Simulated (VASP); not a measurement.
Write the native input for VASP 6.6.1 that does the following.

```yaml
Task: electric field gradients
Functional: PBE
Potentials_or_basis: VASP PAW PBE potentials, release 64 (Pb_d, F)
Cutoff: 520 eV
k_mesh: 3 × 3 × 3
Occupations: fermi-dirac, width 0.01 eV
Spin: collinear spin
Starting_moments: "[0.0, 0.0, 0.0, 0.5, 0.0, 0.5, 0.5, 0.5, 0.0, 0.0, 0.0, 0.0, 0.0, 0.0, 0.0, 0.0, 0.0, 0.0, 0.0, 0.0, 0.0, 0.0, 0.0] μB"
Dipole_correction: no
Further_INCAR_settings: LREAL = Auto; ALGO = Normal; EDIFF = 1e-08; NBANDS = 130
```

The structure of Pb8F15 (a cell with a defect) lies in POSCAR:

```
Pb8F15
1.0
    0.0000000000      5.9158968646      5.9158968646
    5.9158968646      0.0000000000      5.9158968646
    5.9158968646      5.9158968646      0.0000000000
Pb F
8 15
Direct
    0.0000000000      0.0000000000      0.0000000000
    0.0000000000      0.0000000000      0.5000000000
    0.0000000000      0.5000000000      0.0000000000
    0.0000000000      0.5000000000      0.5000000000
    0.5000000000      0.0000000000      0.0000000000
    0.5000000000      0.0000000000      0.5000000000
    0.5000000000      0.5000000000      0.0000000000
    0.5000000000      0.5000000000      0.5000000000
    0.3750000000      0.3750000000      0.8750000000
    0.3750000000      0.8750000000      0.3750000000
    0.3750000000      0.8750000000      0.8750000000
    0.8750000000      0.3750000000      0.3750000000
    0.8750000000      0.3750000000      0.8750000000
    0.8750000000      0.8750000000      0.3750000000
    0.8750000000      0.8750000000      0.8750000000
    0.1250000000      0.1250000000      0.1250000000
    0.1250000000      0.1250000000      0.6250000000
    0.1250000000      0.6250000000      0.1250000000
    0.1250000000      0.6250000000      0.6250000000
    0.6250000000      0.1250000000      0.1250000000
    0.6250000000      0.1250000000      0.6250000000
    0.6250000000      0.6250000000      0.1250000000
    0.6250000000      0.6250000000      0.6250000000
```

These files were run (other wordings do the same):

INCAR

```
PREC = Accurate
ENCUT = 520
EDIFF = 1E-8
ISMEAR = -1
SIGMA = 0.01
LREAL = Auto
LASPH = T
NELM = 150
ALGO = Normal
ISIF = 2
LWAVE = F
LCHARG = F
ISPIN = 2
MAGMOM = 0 0 0 0.5 0 0.5 0.5 0.5 0 0 0 0 0 0 0 0 0 0 0 0 0 0 0
LORBIT = 11
GGA = PE
LEFG = T
NBANDS = 130
```

KPOINTS

```
Automatic mesh
0
Gamma
  3 3 3
```

Potentials or basis: VASP PAW PBE potentials, release 64 (Pb_d, F).

Run with:

```console
$ cat potpaw_PBE.64/Pb_d/POTCAR potpaw_PBE.64/F/POTCAR > POTCAR
$ mpirun -np 1 vasp_std > vasp.out
```

It gave:

- Pressure: 2.5 GPa
- Largest force: 0.151 eV/Å
- Net moment: 0.11 μB per cell
- Valence electrons inside the program's atomic spheres: Pb 11.71, 11.72; F 6.07, 6.05

Caveat: without QUAD_EFG the Cq values of the log hold for a quadrupole moment of 1 mb, not for the nuclei.

Wall time 23 min on 1 thread of Intel(R) Xeon(R) Platinum 8259CL CPU @ 2.50GHz (Skylake/Cascade Lake), on a shared host, peak memory 0.89 GiB.
